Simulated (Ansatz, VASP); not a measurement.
## One calculation of Se, two programs

```
CELL_PARAMETERS angstrom
-1.72013 1.72013 1.72013
1.72013 -1.72013 1.72013
1.72013 1.72013 -1.72013
ATOMIC_POSITIONS crystal
Se 0.00000 0.00000 0.00000
```

Alike in both runs: functional PBE; k mesh 18 × 18 × 18; occupations fermi-dirac, width 0.05 eV; no spin polarisation.

Ansatz relaxed the structure, and its values are those at the end. VASP's run is a single point on that final structure, the one shown.

```csv
,VASP,Ansatz
version,VASP 6.6.1,Ansatz 0.2.0
potentials or method,"VASP PAW PBE potentials, release 64 (Se)","PAW with Ansatz's default frozen-core files, scalar-relativistic"
plane-wave cutoff (eV),500,420
valence electrons in the cell,6,16
```

VASP gave:

- pressure (GPa): -0.1

**Question.** Which values does Ansatz return?

**Answer.** Pressure (GPa): 0.0.

The functional is the same, so the differences come from potentials, cutoffs and numerics. VASP's potentials hold 6 valence electrons a cell and Ansatz's 16, so a difference there can come from the potentials and not from the codes.
